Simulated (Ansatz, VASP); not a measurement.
# BeCd2S3 in VASP and in Ansatz

```
CELL_PARAMETERS angstrom
3.65235 0.00000 0.00000
-1.82618 3.16303 0.00000
0.00000 0.00000 9.26334
ATOMIC_POSITIONS crystal
Be 0.00000 0.00000 0.00000
Cd 0.33333 0.66667 0.31980
Cd 0.66667 0.33333 0.68020
S 0.00000 0.00000 0.50000
S 0.66667 0.33333 0.13252
S 0.33333 0.66667 0.86748
```

Change from the starting cell: species swapped into the Li3NdAs2 type (P-3m1, No. 164).

Alike in both runs: functional PBE; k mesh 12 × 12 × 4; occupations gaussian, width 0.02 eV; no spin polarisation.

Ansatz relaxed the structure, and its values are those at the end. VASP's run is a single point on that final structure, the one shown.

```csv
,VASP,Ansatz
version,VASP 6.6.1,Ansatz 0.2.0
potentials or method,"VASP PAW PBE potentials, release 64 (Be, Cd, S), cutoff 520 eV","scalar-relativistic, plane waves, PAW"
valence electrons in the cell,44,60
```

|  | VASP | Ansatz | Ansatz less VASP |
| --- | --- | --- | --- |
| gap on the k mesh at the Fermi level (eV) | 0.37 | 0.38 | +0.010 |
| least direct gap on the mesh (eV) | 1.09 | 1.09 | +0.008 |
| pressure (GPa) | 0.4 | 0.0 | -0.34 |
| rms of the force components (eV/Å) | 0.016 | 0.003 | -0.0133 |

VASP's potentials hold 44 valence electrons a cell and Ansatz's 60, so a difference there can come from the potentials and not from the codes.
